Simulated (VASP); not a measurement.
# Cd (Pm-3m) in VASP: relaxation of cell and atoms with r2SCAN

Aim: the relaxation of cell and atoms of Cd with r2SCAN.

Everything below comes from runs of VASP 6.6.1. Logs are shortened: lines on timing, memory, paths and dates and some standing lists are left out, and cuts for length are marked.

### 1 The cell of the first run

It takes space group Pm-3m (No. 221, cubic). Conventional cell: a = 2.870 Å, b = 2.870 Å, c = 2.870 Å, α = 90.00°, β = 90.00°, γ = 90.00°. Cd (site symmetry m-3m) has 6 Cd at 2.87 Å within 3.8 Å.

This isn't the form of Cd at room conditions, which is hcp.

### 2 Relaxation of cell and atoms, r2SCAN

POSCAR reads:

```
Cd
1.0
    2.8700000000      0.0000000000      0.0000000000
    0.0000000000      2.8700000000      0.0000000000
    0.0000000000      0.0000000000      2.8700000000
Cd
1
Direct
    0.0000000000      0.0000000000      0.0000000000
```

INCAR.step1 reads:

```
SYSTEM = Cd
ALGO     = Normal         ! electronic algorithm
EDIFF    = 1E-5           ! SCF threshold, eV
EDIFFG   = -0.005         ! ionic threshold
ENCUT    = 600            ! plane-wave cutoff, eV
GGA      = PE             ! functional
GGA_COMPAT= .False.      
IBRION   = 2              ! ionic algorithm
ISIF     = 3              ! what is computed and relaxed
ISMEAR   = 0              ! smearing method
LASPH    = .True.         ! aspherical terms in the spheres
LCHARG   = .False.        ! write CHGCAR
LREAL    = .False.        ! projectors in reciprocal space
LWAVE    = .True.         ! write WAVECAR
NELM     = 120            ! most SCF steps
NELMIN   = 4            
NSW      = 100            ! ionic steps
PREC     = Accurate       ! precision mode
SIGMA    = 0.1            ! smearing width, eV
```

INCAR.step2 reads:

```
SYSTEM = Cd
ALGO     = Normal         ! electronic algorithm
EDIFF    = 1E-7           ! SCF threshold, eV
EDIFFG   = -0.03          ! ionic threshold
ENCUT    = 600            ! plane-wave cutoff, eV
GGA_COMPAT= .False.      
IBRION   = 2              ! ionic algorithm
ISIF     = 3              ! what is computed and relaxed
ISMEAR   = 0              ! smearing method
ISTART   = 1            
LASPH    = .True.         ! aspherical terms in the spheres
LCHARG   = .False.        ! write CHGCAR
LMIXTAU  = .True.       
LREAL    = .False.        ! projectors in reciprocal space
LWAVE    = .False.        ! write WAVECAR
METAGGA  = R2SCAN         ! meta-GGA
NELM     = 120            ! most SCF steps
NELMIN   = 4            
NSW      = 80             ! ionic steps
PREC     = Accurate       ! precision mode
SIGMA    = 0.1            ! smearing width, eV
```

KPOINTS reads:

```
k-points
0
Gamma
  6 6 6
  0 0 0
```

Potentials or basis: VASP PAW PBE potentials, release 64 (Cd_sv_GW).

The run is started by

```bash
$ cat potpaw_PBE.64/Cd_sv_GW/POTCAR > POTCAR
$ cp INCAR.step1 INCAR
$ mpirun -np 1 vasp_std > vasp.out
$ cp INCAR.step2 INCAR
$ mpirun -np 1 vasp_std > vasp.out
```

OUTCAR:

```text
SYSTEM = Cd
   EDIFF = 1E-7
   EDIFFG = -0.03
   ENCUT = 600
   IBRION = 2
   ISIF = 3
   ISMEAR = 0
   ISTART = 1
   LASPH = .True.
   LREAL = .False.
   METAGGA = R2SCAN
   NELM = 120
   NELMIN = 4
   NSW = 80
   PREC = Accurate

 ion  position               nearest neighbor table
   1  0.000  0.000  0.000-

  LATTYP: Found a simple cubic cell.
 ALAT       =     2.8700000000

  Lattice vectors:

 A1 = (   2.8700000000,   0.0000000000,   0.0000000000)
 A2 = (   0.0000000000,   2.8700000000,   0.0000000000)
 A3 = (   0.0000000000,   0.0000000000,   2.8700000000)

Analysis of symmetry for initial positions (statically):
=====================================================================
 Subroutine PRICEL returns:
 Original cell was already a primitive cell.

 Routine SETGRP: Setting up the symmetry group for a
 simple cubic supercell.

 Subroutine GETGRP returns: Found 48 space group operations
 (whereof 48 operations were pure point group operations)
 out of a pool of 48 trial point group operations.

The static configuration has the point symmetry O_h .

Analysis of symmetry for dynamics (positions and initial velocities):
=====================================================================
 Subroutine PRICEL returns:
 Original cell was already a primitive cell.

 Routine SETGRP: Setting up the symmetry group for a
 simple cubic supercell.

 Subroutine GETGRP returns: Found 48 space group operations
 (whereof 48 operations were pure point group operations)
 out of a pool of 48 trial point group operations.

The dynamic configuration has the point symmetry O_h .

 Subroutine INISYM returns: Found 48 space group operations
 (whereof 48 operations are pure point group operations),
 and found     1 'primitive' translations

----------------------------------------------------------------------------------------

                                     Primitive cell

  volume of cell :      23.6399

  direct lattice vectors                    reciprocal lattice vectors
     2.870000000  0.000000000  0.000000000     0.348432056  0.000000000  0.000000000
     0.000000000  2.870000000  0.000000000     0.000000000  0.348432056  0.000000000
     0.000000000  0.000000000  2.870000000     0.000000000  0.000000000  0.348432056

  length of vectors
     2.870000000  2.870000000  2.870000000     0.348432056  0.348432056  0.348432056

  position of ions in fractional coordinates (direct lattice)
     0.000000000  0.000000000  0.000000000

  ion indices of the primitive-cell ions
   primitive index   ion index
                 1           1

----------------------------------------------------------------------------------------

 KPOINTS: k-points

Automatic generation of k-mesh.
 Grid dimensions read from file:
 generate k-points for:    6    6    6

 Generating k-lattice:

  Cartesian coordinates                     Fractional coordinates (reciprocal lattice)
     0.058072009  0.000000000  0.000000000     0.166666667  0.000000000  0.000000000
     0.000000000  0.058072009  0.000000000     0.000000000  0.166666667  0.000000000
     0.000000000  0.000000000  0.058072009     0.000000000  0.000000000  0.166666667

  Length of vectors
     0.058072009  0.058072009  0.058072009

  Shift w.r.t. Gamma in fractional coordinates (k-lattice)
     0.000000000  0.000000000  0.000000000

 Subroutine IBZKPT returns following result:
 ===========================================

 Found     20 irreducible k-points:

 Following reciprocal coordinates:
            Coordinates               Weight
  0.000000  0.000000  0.000000      1.000000
  0.166667  0.000000  0.000000      6.000000
  0.333333  0.000000  0.000000      6.000000
  0.500000  0.000000  0.000000      3.000000
  0.166667  0.166667  0.000000     12.000000
  0.333333  0.166667  0.000000     24.000000
[... 12 lines left out ...]
  0.500000  0.500000  0.333333      6.000000
  0.500000  0.500000  0.500000      1.000000
   k-points           NKPTS =     20   k-points in BZ     NKDIM =     20   number of bands    NBANDS=     14
   number of dos      NEDOS =    301   number of ions     NIONS =      1
   total plane-waves  NPLWV =  13824
   dimension x,y,z NGX =    24 NGY =   24 NGZ =   24
   dimension x,y,z NGXF=    48 NGYF=   48 NGZF=   48
   ions per type =               1
   NGX,Y,Z   is equivalent  to a cutoff of  13.90, 13.90, 13.90 a.u.
   NGXF,Y,Z  is equivalent  to a cutoff of  27.80, 27.80, 27.80 a.u.
 SYSTEM =  Cd
   PREC   = accura    normal or accurate (medium, high low for compatibility)
   ISTART =      1    job   : 0-new  1-cont  2-samecut
   ICHARG =      0    charge: 1-file 2-atom 10-const
   ISPIN  =      1    spin polarized calculation?
   LNONCOLLINEAR =      F non collinear calculations
   LSORBIT =      F    spin-orbit coupling
   LASPH  =      T    aspherical Exc in radial PAW
   ENCUT  =  600.0 eV  44.10 Ry    6.64 a.u.   5.73  5.73  5.73*2*pi/ulx,y,z
   NELM   =    120;   NELMIN=  4; NELMDL=  0     # of ELM steps
   EDIFF  = 0.1E-06   stopping-criterion for ELM
   LREAL  =      F    real-space projection
   EDIFFG = -.3E-01   stopping-criterion for IOM
   NSW    =     80    number of steps for IOM
   IBRION =      2    ionic relax: 0-MD 1-quasi-New 2-CG
   NFREE  =      1    steps in history (QN), initial steepest desc. (CG)
   ISIF   =      3    stress and relaxation
   ISYM   =      2    0-nonsym 1-usesym 2-fastsym
   POTIM  = 0.5000    time-step for ionic-motion
   TEBEG  =    0.0;   TEEND  =   0.0 temperature during run
   PSTRESS=    0.0 pullay stress
   NELECT =      20.0000    total number of electrons
   NUPDOWN=      -1.0000    fix difference up-down
   EMIN   =  10.00;   EMAX   =-10.00  energy-range for DOS
   EFERMI =   0.00;   METHOD = LEGACY
   ISMEAR =     0;   SIGMA  =   0.10  broadening in eV -4-tet -1-fermi 0-gaus
   EFERMI_NEDOS =   21; number of points for ismear=-14 and -15
   IALGO  =     38    algorithm
   IMIX   =      4    mixing-type and parameters
     AMIX     =   0.40;   BMIX     =  1.00
     AMIX_MAG =   1.60;   BMIX_MAG =  1.00
  volume/ion in A,a.u.               =      23.64       159.53
  Fermi-wavevector in a.u.,A,eV,Ry     =   1.548352  2.925960 32.618509  2.397393
  Thomas-Fermi vector in A             =   2.653314
   LORBIT       =      0    0 simple, 1 ext, 2 COOP (PROOUT), +10 PAW based schemes
   METAGGA = R2SCAN    functional components
   LHFCALC =     F    Hartree Fock is set to
   AEXX    =    0.0000 exact exchange contribution
   IVDW    =     0    specifies the selected vdW correction
   LEPSILON=     F    determine dielectric tensor
   LRPA    =     F    only Hartree local field effects (RPA)
 conjugate gradient relaxation of ions
 non-spin polarized calculation
 Gauss-broadening in eV      SIGMA  =   0.10
  energy-cutoff  :      600.00
  volume of cell :       23.64
 maximum number of plane-waves:       840
 NGX is ok and might be reduce to    24
   NGX = 11   NGY = 11   NGZ = 11

--------------------------------------- Ionic step        1  -------------------------------------------

 number of electron      19.9999992 magnetization

 Free energy of the ion-electron system (eV)
  ---------------------------------------------------
  ext. energy  EPLUGINS =         0.00000000
  ---------------------------------------------------
  free energy    TOTEN  =       -19.96941961 eV

  energy without entropy =      -19.96820955  energy(sigma->0) =      -19.96881458

------------------------ aborting loop because EDIFF is reached ----------------------------------------

  FORCE on cell =-STRESS in cart. coord.  units (eV):
  Direction    XX          YY          ZZ          XY          YZ          ZX
  --------------------------------------------------------------------------------------
  -------------------------------------------------------------------------------------
  Total        0.6401805      0.6401805      0.6401805     -0.0000000      0.0000000     -0.0000000
  in kB       43.3877693     43.3877693     43.3877693     -0.0000000      0.0000000     -0.0000000
  external PRESSURE =      43.3877693 kB  Pullay stress =       0.0000000 kB

 VOLUME and BASIS-vectors are now :
 -----------------------------------------------------------------------------
  energy-cutoff  :      600.00
  volume of cell :       23.64
      direct lattice vectors                 reciprocal lattice vectors
     2.870000000  0.000000000  0.000000000     0.348432056  0.000000000  0.000000000
     0.000000000  2.870000000  0.000000000     0.000000000  0.348432056  0.000000000
     0.000000000  0.000000000  2.870000000     0.000000000  0.000000000  0.348432056
[... 36 lines left out ...]
 POSITION                                       TOTAL-FORCE (eV/Angst)
 -----------------------------------------------------------------------------------
      0.00000      0.00000      0.00000        -0.000000      0.000000      0.000000
 -----------------------------------------------------------------------------------
    total drift:                                0.000000      0.000000      0.000000

  FREE ENERGIE OF THE ION-ELECTRON SYSTEM (eV)
  ---------------------------------------------------
  free  energy   TOTEN  =       -19.9884480149 eV

  energy  without entropy=      -19.9872434757  energy(sigma->0) =      -19.98784575

--------------------------------------- Ionic step        3  -------------------------------------------

 number of electron      20.0000004 magnetization

 Free energy of the ion-electron system (eV)
  ---------------------------------------------------
  ext. energy  EPLUGINS =         0.00000000
  ---------------------------------------------------
  free energy    TOTEN  =       -19.99067098 eV

  energy without entropy =      -19.98946644  energy(sigma->0) =      -19.99006871

 E-fermi :   4.6744     XC(G=0): -10.9906

 val. band max:        4.2229548981   @ k =   0.5000   0.3333   0.1667
 cond. band min:       4.7722322594   @ k =   0.5000   0.3333   0.0000
 fundamental gap:      0.5492773612
 Fermi energy:         4.6744398069

 k-point     1 :       0.0000    0.0000    0.0000
  band No.  band energies     occupation
      1    -101.0500      2.00000
      2     -61.1601      2.00000
      3     -61.1601      2.00000
      4     -61.1601      2.00000
      5      -5.3498      2.00000
      6      -5.3498      2.00000
      7      -3.8321      2.00000
      8      -3.8321      2.00000
      9      -3.8321      2.00000
     10      -3.2547      2.00000
     11      15.1657      0.00000
     12      15.1657      0.00000
     13      15.1657      0.00000
     14      18.9821      0.00000

 k-point     2 :       0.1667    0.0000    0.0000
  band No.  band energies     occupation
      1    -101.0494      2.00000
      2     -61.1721      2.00000
      3     -61.1597      2.00000
      4     -61.1597      2.00000
      5      -5.3181      2.00000
      6      -5.1376      2.00000
      7      -3.9499      2.00000
      8      -3.9499      2.00000
      9      -3.8226      2.00000
     10      -2.6830      2.00000
[... 330 lines left out ...]
 POSITION                                       TOTAL-FORCE (eV/Angst)
 -----------------------------------------------------------------------------------
      0.00000      0.00000      0.00000        -0.000000     -0.000000      0.000000
 -----------------------------------------------------------------------------------
    total drift:                               -0.000000      0.000000      0.000000

  FREE ENERGIE OF THE ION-ELECTRON SYSTEM (eV)
  ---------------------------------------------------
  free  energy   TOTEN  =       -19.9906709766 eV

  energy  without entropy=      -19.9894664374  energy(sigma->0) =      -19.99006871

 reached required accuracy - stopping structural energy minimisation
```

Wall time 1.9 min (1 thread of Intel Xeon Platinum 8488C (Sapphire Rapids), shared host); peak memory 0.15 GiB.

What came out:

* Free energy: -19.9907 eV
* Relaxed volume: 25.31 Å³/atom
* Relaxed cell: a = 2.936 Å, b = 2.936 Å, c = 2.936 Å, α = 90.00°, β = 90.00°, γ = 90.00°
* Space group after relaxing (to 0.1 Å): Pm-3m (No. 221)
* Energy gained by relaxing: 21.3 meV/atom
* Ionic steps: 3
* Pressure after relaxing: 0.0 GPa
* Band gap on the k mesh: zero (bands 10 and 11 overlap by 7.06 eV)

Step by step:
| step | energy change (eV) | largest force (eV/Å) | pressure (GPa) | volume (Å³) |
| --- | --- | --- | --- | --- |
| 1 | 0.0000 | 0.0000 | 4.34 | 23.64 |
| 2 | -0.0190 | 0.0000 | -1.19 | 25.90 |
| 3 | -0.0213 | 0.0000 | 0.03 | 25.31 |

Final structure:
```
Cd
1.0
     2.93589    0.00000    0.00000
     0.00000    2.93589    0.00000
     0.00000    0.00000    2.93589
Cd
1
Direct
  0.00000 0.00000 0.00000
```

Levels at points of the mesh, in eV from the Fermi level:
```csv
k point,band 6,band 7,band 8,band 9,band 10,band 11,band 12,band 13,band 14
"(0.00, 0.00, 0.00)",-10.02,-8.51,-8.51,-8.51,-7.93,10.49,10.49,10.49,14.31
"(0.50, 0.00, 0.00)",-9.31,-8.96,-8.96,-8.47,-2.65,-2.17,14.59,14.59,14.92
"(0.50, 0.50, 0.00)",-9.54,-8.89,-8.89,-8.09,1.31,1.31,2.27,6.22,18.32
"(0.50, 0.50, 0.50)",-9.61,-9.61,-8.07,-8.07,4.89,4.89,4.89,8.37,8.95
```

Caveat: the k points lie up to 0.36 Å⁻¹ apart in the final cell, too coarse for converged energies and pressures of a metal; the PAW data sets were made with another functional, which shifts forces and pressure a little.
